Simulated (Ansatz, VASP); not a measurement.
# Al in VASP and in Ansatz

```
Al
1.0
     0.00000    2.06452    2.06452
     2.06452    0.00000    2.06452
     2.06452    2.06452    0.00000
Al
1
Direct
  0.00000 0.00000 0.00000
```

Alike in both runs: task single point; functional PBE-based screened hybrid; k mesh 6 × 6 × 6; occupations fermi-dirac, width 0.05 eV; no spin polarisation.

|  | VASP | Ansatz |
| --- | --- | --- |
| version | VASP 6.6.1 | Ansatz 0.2.0 |
| potentials or method | VASP PAW PBE potentials, release 64 (Al) | Ansatz PAW |
| plane-wave cutoff (eV) | 520 | 420 |
| valence electrons in the cell | 3 | 3 |

|  | VASP | Ansatz | Ansatz less VASP |
| --- | --- | --- | --- |
| gap on the k mesh at the Fermi level (eV) | none | none | - |
| pressure (GPa) | -4.7 | -4.7 | -0.07 |

VASP's potentials were made for PBE, not for PBE-based screened hybrid. A gap of «none» marks a metal or a gap that the smearing closes.

The k mesh is coarse, so the values compare programs but aren't converged.
